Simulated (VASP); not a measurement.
# AlN in VASP: further runs, part 2 of 2

VASP 6.6.1.

## 5. Single point, PBE

This run uses another cell than the first one: it holds 8 atoms, not 4.

Contents of INCAR:

```
SYSTEM = AlN
PREC = Accurate
ENCUT = 520
EDIFF = 1E-6
ISMEAR = 0
SIGMA = 0.05
LREAL = .False.
LASPH = .True.
NELM = 100
ALGO = Normal
ISIF = 2
LWAVE = .False.
LCHARG = .False.
GGA = PE
NBANDS = 26
```

Contents of KPOINTS:

```
regular mesh
0
Gamma
  8 8 8
  0 0 0
```

Contents of POSCAR:

```
AlN
1.0
   -3.1302395625      0.0000000000      0.0000000000
    0.0000000000      5.4217339621      0.0000000000
    1.5651197812     -2.7108669810     -5.0179796543
Al N
4 4
Direct
    0.9991356412      0.3324689746      0.9982712825
    0.4991356412      0.8324689746      0.9982712825
    0.2491356412      0.9158023079      0.4982712825
    0.7491356412      0.4158023079      0.4982712825
    0.8083643588      0.1416976921      0.6167287175
    0.3083643588      0.6416976921      0.6167287175
    0.0583643588      0.7250310254      0.1167287175
    0.5583643588      0.2250310254      0.1167287175
```

Potentials or basis: VASP PAW PBE potentials, release 64 (Al, N).

On the command line:

```bash
$ cat potpaw_PBE.64/Al/POTCAR potpaw_PBE.64/N/POTCAR > POTCAR
$ mpirun -np 1 vasp_std > vasp.out
```

OUTCAR:

```text
SYSTEM = AlN
   PREC = Accurate
   ENCUT = 520
   EDIFF = 1E-6
   ISMEAR = 0
   LREAL = .False.
   LASPH = .True.
   NELM = 100
   ISIF = 2
   GGA = PE

 ion  position               nearest neighbor table
   1  0.999  0.332  0.998-   8 1.90   7 1.90   8 1.90   5 1.91   4 3.09   3 3.09   4 3.09   3 3.09
                             4 3.09   3 3.09   2 3.13   2 3.13   2 3.13   2 3.13
   2  0.499  0.832  0.998-   7 1.90   8 1.90   7 1.90   6 1.91   3 3.09   4 3.09   3 3.09   4 3.09
                             3 3.09   4 3.09   1 3.13   1 3.13   1 3.13   1 3.13
   3  0.249  0.916  0.498-   6 1.90   5 1.90   5 1.90   7 1.91   2 3.09   1 3.09   2 3.09   1 3.09
                             2 3.09   1 3.09   4 3.13   4 3.13   4 3.13   4 3.13
   4  0.749  0.416  0.498-   5 1.90   6 1.90   6 1.90   8 1.91   1 3.09   2 3.09   1 3.09   2 3.09
                             1 3.09   2 3.09   3 3.13   3 3.13   3 3.13   3 3.13
   5  0.808  0.142  0.617-   4 1.90   3 1.90   3 1.90   1 1.91
   6  0.308  0.642  0.617-   3 1.90   4 1.90   4 1.90   2 1.91
   7  0.058  0.725  0.117-   2 1.90   1 1.90   2 1.90   3 1.91
   8  0.558  0.225  0.117-   1 1.90   2 1.90   1 1.90   4 1.91

  LATTYP: Found a body centered orthorhombic cell.
 ALAT       =     3.1302395625
 B/A-ratio  =     1.7320508076
 C/A-ratio  =     3.2061313865

  Lattice vectors:

 A1 = (  -1.5651197812,   2.7108669810,   5.0179796543)
 A2 = (   1.5651197813,  -2.7108669811,   5.0179796543)
 A3 = (   1.5651197812,   2.7108669811,  -5.0179796543)

Analysis of symmetry for initial positions (statically):
=====================================================================
 Subroutine PRICEL returns following result:

  LATTYP: Found a hexagonal cell.
 ALAT       =     3.1302395625
 C/A-ratio  =     1.6030656933

  Lattice vectors:

 A1 = (   3.1302395625,   0.0000000000,   0.0000000000)
 A2 = (  -1.5651197812,  -2.7108669811,   0.0000000000)
 A3 = (  -0.0000000001,   0.0000000000,  -5.0179796543)

   2 primitive cells build up your supercell.

 Routine SETGRP: Setting up the symmetry group for a
 body centered orthorhombic supercell.

 Subroutine GETGRP returns: Found  4 space group operations
 (whereof  2 operations were pure point group operations)
 out of a pool of  8 trial point group operations.

The static configuration has the point symmetry C_1h.
 The point group associated with its full space group is C_2v.

Analysis of symmetry for dynamics (positions and initial velocities):
=====================================================================
 Subroutine PRICEL returns following result:

  LATTYP: Found a hexagonal cell.
 ALAT       =     3.1302395625
 C/A-ratio  =     1.6030656933

  Lattice vectors:

 A1 = (   3.1302395625,   0.0000000000,   0.0000000000)
 A2 = (  -1.5651197812,  -2.7108669811,   0.0000000000)
 A3 = (  -0.0000000001,   0.0000000000,  -5.0179796543)

   2 primitive cells build up your supercell.

 Routine SETGRP: Setting up the symmetry group for a
 body centered orthorhombic supercell.

 Subroutine GETGRP returns: Found  4 space group operations
 (whereof  2 operations were pure point group operations)
 out of a pool of  8 trial point group operations.

The dynamic configuration has the point symmetry C_1h.
 The point group associated with its full space group is C_2v.

 Subroutine INISYM returns: Found  4 space group operations
[... 57 lines left out ...]
            Coordinates               Weight
  0.000000  0.000000  0.000000      1.000000
  0.125000  0.000000  0.000000      4.000000
  0.250000  0.000000  0.000000      4.000000
  0.375000  0.000000 -0.000000      4.000000
  0.500000  0.000000  0.000000      2.000000
  0.000000  0.125000 -0.000000      4.000000
[... 16 lines left out ...]
  0.125000  0.375000  0.000000      8.000000
  0.250000  0.375000 -0.000000      8.000000
 [... further k-points ...]
   k-points           NKPTS =     95   k-points in BZ     NKDIM =     95   number of bands    NBANDS=     26
   number of dos      NEDOS =    301   number of ions     NIONS =      8
   total plane-waves  NPLWV =  46080
   dimension x,y,z NGX =    24 NGY =   40 NGZ =   48
   dimension x,y,z NGXF=    48 NGYF=   80 NGZF=   96
   ions per type =               4   4
   NGX,Y,Z   is equivalent  to a cutoff of  12.75, 12.27, 13.49 a.u.
   NGXF,Y,Z  is equivalent  to a cutoff of  25.49, 24.53, 26.98 a.u.
 SYSTEM =  AlN
   PREC   = accura    normal or accurate (medium, high low for compatibility)
   ISTART =      0    job   : 0-new  1-cont  2-samecut
   ICHARG =      2    charge: 1-file 2-atom 10-const
   ISPIN  =      1    spin polarized calculation?
   LNONCOLLINEAR =      F non collinear calculations
   LSORBIT =      F    spin-orbit coupling
   LASPH  =      T    aspherical Exc in radial PAW
   ENCUT  =  520.0 eV  38.22 Ry    6.18 a.u.   5.82 10.08 11.00*2*pi/ulx,y,z
   NELM   =    100;   NELMIN=  2; NELMDL= -5     # of ELM steps
   EDIFF  = 0.1E-05   stopping-criterion for ELM
   LREAL  =      F    real-space projection
   EDIFFG = 0.1E-04   stopping-criterion for IOM
   NSW    =      0    number of steps for IOM
   IBRION =     -1    ionic relax: 0-MD 1-quasi-New 2-CG
   NFREE  =      0    steps in history (QN), initial steepest desc. (CG)
   ISIF   =      2    stress and relaxation
   ISYM   =      2    0-nonsym 1-usesym 2-fastsym
   POTIM  = 0.5000    time-step for ionic-motion
   TEBEG  =    0.0;   TEEND  =   0.0 temperature during run
   PSTRESS=    0.0 pullay stress
   NELECT =      32.0000    total number of electrons
   NUPDOWN=      -1.0000    fix difference up-down
   EMIN   =  10.00;   EMAX   =-10.00  energy-range for DOS
   EFERMI =   0.00;   METHOD = LEGACY
   ISMEAR =     0;   SIGMA  =   0.05  broadening in eV -4-tet -1-fermi 0-gaus
   EFERMI_NEDOS =   21; number of points for ismear=-14 and -15
   IALGO  =     38    algorithm
   IMIX   =      4    mixing-type and parameters
     AMIX     =   0.40;   BMIX     =  1.00
     AMIX_MAG =   1.60;   BMIX_MAG =  1.00
  volume/ion in A,a.u.               =      10.65        71.84
  Fermi-wavevector in a.u.,A,eV,Ry     =   1.181345  2.232418 18.987951  1.395575
  Thomas-Fermi vector in A             =   2.317620
   LORBIT       =      0    0 simple, 1 ext, 2 COOP (PROOUT), +10 PAW based schemes
   GGA     = PE    functional components
   LHFCALC =     F    Hartree Fock is set to
   AEXX    =    0.0000 exact exchange contribution
   IVDW    =     0    specifies the selected vdW correction
   LEPSILON=     F    determine dielectric tensor
   LRPA    =     F    only Hartree local field effects (RPA)
 non-spin polarized calculation
 Gauss-broadening in eV      SIGMA  =   0.05
  energy-cutoff  :      520.00
  volume of cell :       85.16
 maximum number of plane-waves:      2322
   NGX = 11   NGY = 21   NGZ = 21

 number of electron      32.0000001 magnetization

 Free energy of the ion-electron system (eV)
  ---------------------------------------------------
  ext. energy  EPLUGINS =         0.00000000
  ---------------------------------------------------
  free energy    TOTEN  =       -59.56097295 eV

  energy without entropy =      -59.56097295  energy(sigma->0) =      -59.56097295

 E-fermi :   6.2179     XC(G=0): -10.8270

 val. band max:        5.9644986173   @ k =   0.0000   0.0000   0.0000
 cond. band min:      10.0074310913   @ k =   0.0000   0.0000   0.0000
 fundamental gap:      4.0429324740
 Fermi energy:         6.2179391688

 k-point     1 :       0.0000    0.0000    0.0000
  band No.  band energies     occupation
      1      -9.1031      2.00000
      2      -7.0203      2.00000
      3      -6.8279      2.00000
      4      -6.8279      2.00000
      5       0.0589      2.00000
      6       0.4429      2.00000
[... 685 lines left out ...]
     25      16.8074      0.00000
     26      16.8305      0.00000

 [... further k-points ...]
[... 5 lines left out ...]
  --------------------------------------------------------------------------------------
  -------------------------------------------------------------------------------------
  Total       -0.1508534     -0.1519360     -0.1181141      0.0000000      0.0000000     -0.0000000
  in kB       -2.8380569     -2.8584239     -2.2221211      0.0000000      0.0000000     -0.0000000
  external PRESSURE =      -2.6395340 kB  Pullay stress =       0.0000000 kB

 VOLUME and BASIS-vectors are now :
 -----------------------------------------------------------------------------
  energy-cutoff  :      520.00
  volume of cell :       85.16
      direct lattice vectors                 reciprocal lattice vectors
    -3.130239562  0.000000000  0.000000000    -0.319464367  0.000000000 -0.099641695
     0.000000000  5.421733962  0.000000000     0.000000000  0.184442838 -0.099641695
     1.565119781 -2.710866981 -5.017979654     0.000000000  0.000000000 -0.199283391

 POSITION                                       TOTAL-FORCE (eV/Angst)
 -----------------------------------------------------------------------------------
     -1.56512     -0.90362     -5.00930         0.000000     -0.000047      0.000695
      0.00000      1.80724     -5.00930         0.000000     -0.000047      0.000695
      0.00000      3.61449     -2.50032         0.000000      0.000047      0.000695
     -1.56512      0.90362     -2.50032         0.000000      0.000047      0.000695
     -1.56512     -0.90362     -3.09473        -0.000000     -0.000025     -0.000695
     -0.00000      1.80724     -3.09473        -0.000000     -0.000025     -0.000695
     -0.00000      3.61449     -0.58574        -0.000000      0.000025     -0.000695
     -1.56512      0.90362     -0.58574        -0.000000      0.000025     -0.000695
 -----------------------------------------------------------------------------------
    total drift:                               -0.000020     -0.000009      0.000981

  FREE ENERGIE OF THE ION-ELECTRON SYSTEM (eV)
  ---------------------------------------------------
  free  energy   TOTEN  =       -59.5609729521 eV

  energy  without entropy=      -59.5609729521  energy(sigma->0) =      -59.56097295
```

Run time: 4.8 min. Hardware: 1 thread of Intel Xeon 8259CL, shared host; peak memory 0.3 GiB.

Results:

* Free energy: -59.5610 eV
* Pressure: -0.3 GPa
* Band gap on the k mesh: 4.04 eV

Levels at points of the mesh, in eV from the valence-band top:
| k point | band 14 | band 15 | band 16 | band 17 | band 18 | band 19 |
| --- | --- | --- | --- | --- | --- | --- |
| (0.00, 0.00, 0.00) | -0.20 | -0.20 | 0.00 | 4.04 | 5.24 | 5.24 |
| (0.50, 0.00, 0.00) | -2.01 | -0.88 | -0.88 | 6.14 | 6.14 | 7.20 |
| (0.00, 0.50, 0.00) | -0.63 | -0.60 | -0.60 | 5.92 | 5.92 | 7.31 |
| (0.50, 0.50, 0.00) | -1.35 | -1.35 | -0.68 | 5.24 | 5.24 | 5.76 |
| (0.00, 0.00, 0.50) | -0.53 | -0.53 | -0.53 | 5.76 | 5.76 | 6.31 |

A k mesh can miss the band edges. A hybrid or GW would open this gap; PBE tends to underestimate it.

## 6. Single point, PBE (strained and its atoms moved)

Contents of INCAR:

```
SYSTEM = AlN
ALGO = Normal
EDIFF = 1E-6
ENCUT = 520
GGA = PE
ISIF = 2
ISMEAR = 0
LASPH = .TRUE.
LCHARG = .FALSE.
LREAL = .FALSE.
LWAVE = .FALSE.
NBANDS = 16
NELM = 60
PREC = Accurate
SIGMA = 0.02
```

Contents of KPOINTS:

```
k-points
0
G
  9 9 6
  0 0 0
```

Contents of POSCAR:

```
AlN
1.0
    3.0502442796      0.0000000000      0.0000000000
   -1.5251221398      2.6415890339      0.0000000000
    0.0000000000      0.0000000000      4.5820996600
Al N
2 2
Direct
    0.3333333333      0.6666666667     -0.0120530333
    0.6666666667      0.3333333333      0.4879469667
    0.3333333333      0.6666666667      0.3970530333
    0.6666666667      0.3333333333      0.8970530333
```

Potentials or basis: VASP PAW PBE potentials, release 64 (Al, N).

On the command line:

```bash
$ cat potpaw_PBE.64/Al/POTCAR potpaw_PBE.64/N/POTCAR > POTCAR
$ mpirun -np 1 vasp_std > vasp.out
```

Wall time 11 s (1 thread of Intel Xeon 6975P-C (Granite Rapids), shared host); peak memory 0.16 GiB.

It converged, with:

```
Free energy            : -29.1600 eV
Pressure               : 33.4 GPa
Largest force          : 0.495 eV/Å
Band gap on the k mesh : 4.69 eV, direct
```

Forces on the atoms (eV/Å):
```
Al   0.000  0.000  0.495
Al   0.000  0.000  0.495
N    0.000  0.000 -0.495
N    0.000  0.000 -0.495
```

Stress tensor (GPa, compression positive):
```
34.22  0.00  0.00
 0.00 34.22  0.00
 0.00  0.00 31.83
```

Levels at points of the mesh, in eV from the valence-band top:
| k point | band 6 | band 7 | band 8 | band 9 | band 10 | band 11 |
| --- | --- | --- | --- | --- | --- | --- |
| (0.00, 0.00, 0.00) | -1.11 | -1.11 | 0.00 | 4.69 | 6.65 | 10.75 |
| (0.00, 0.00, 0.50) | -1.58 | -1.58 | -1.58 | 6.84 | 6.84 | 10.98 |

Caveat: the cell differs from its parent crystal (strained and its atoms moved).

## 7. The runs side by side

| cell | k mesh | smearing | gap on the mesh (eV) | pressure (GPa) | largest force (eV/Å) |
| --- | --- | --- | --- | --- | --- |
| a = 3.190, b = 3.190, c = 5.179 Å, angles 90.0, 90.0, 120.0°, 4 atoms | 9 × 9 × 6 | gaussian 0.02 eV | 3.12 | -1.4 | 5.75 |
| a = 3.277, b = 3.277, c = 4.945 Å, angles 90.0, 90.0, 120.0°, 4 atoms | 9 × 9 × 6 | gaussian 0.02 eV | 3.35 | 7.5 | 8.46 |
| a = 3.111, b = 3.111, c = 4.978 Å, angles 90.0, 90.0, 120.0°, 4 atoms | 9 × 9 × 6 | gaussian 0.02 eV | 4.16 | 3.9 | 0.82 |
| a = 3.130, b = 5.422, c = 5.914 Å, angles 117.3, 105.3, 90.0°, 8 atoms | 8 × 8 × 8 | gaussian 0.05 eV | 4.04 | -0.3 | - |
| a = 3.050, b = 3.050, c = 4.582 Å, angles 90.0, 90.0, 120.0°, 4 atoms | 9 × 9 × 6 | gaussian 0.02 eV | 4.69 | 33.4 | 0.49 |

Alike in all rows: task single point; level PBE; potentials or basis VASP PAW PBE potentials, release 64 (Al, N); no spin polarisation; cutoff (eV) 520.

Caveats: forces of over 1 eV/Å act on the atoms, so gaps and moduli don't describe the material at rest (some runs).

Total energies depend on the potentials used, so only differences within one code and one set of settings carry meaning.
